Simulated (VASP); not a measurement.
**Hf3Ta: single point with LDA**

System: Hf3Ta, a slab with vacuum.

```
Ta Hf
1.0
     3.11737    0.00000    0.00000
    -1.55869    2.69972    0.00000
     0.00000    0.00000   23.42440
Ta Hf
1 3
Cartesian
  2.3380 0.4500 8.1002
  -0.7793 2.2498 10.4188
  2.3380 0.4500 13.0056
  -0.7793 2.2498 15.3242
```

```yaml
Program: VASP 6.6.1
Task: single point
Functional: LDA
Potentials_or_basis: VASP PAW LDA potentials, release 64 (Ta_pv, Hf_pv)
Cutoff: 520 eV
k_mesh: 15 × 15 × 1
Occupations: fermi-dirac, width 0.1 eV
Spin: no spin polarisation
Dipole_correction: yes
Further_INCAR_settings: ALGO = Normal; EDIFF = 1e-06; NBANDS = 28
```

```yaml
Largest_force: 0.536 eV/Å
Band_gap_on_the_k_mesh: zero (an odd number of electrons rules out a gap without spin polarisation)
```

Forces on the atoms (eV/Å):
```
Ta   0.000  0.000  0.536
Hf   0.000  0.000 -0.503
Hf   0.000  0.000 -0.058
Hf   0.000  0.000  0.025
```

Levels at points of the mesh, in eV from the Fermi level:
```
           k point  band 17  band 18  band 19  band 20  band 21  band 22  band 23  band 24  band 25  band 26
(0.00, 0.00, 0.00)    -0.54    -0.07     0.35     0.35     0.64     0.91     0.91     0.94     1.08     1.08
```

Wall time 6.6 min on 1 thread of AMD EPYC 7R13 Processor (Zen 3) (shared host), peak memory 0.31 GiB.

Caveat: spin-orbit coupling is left out, which moves the levels of the heavy elements.
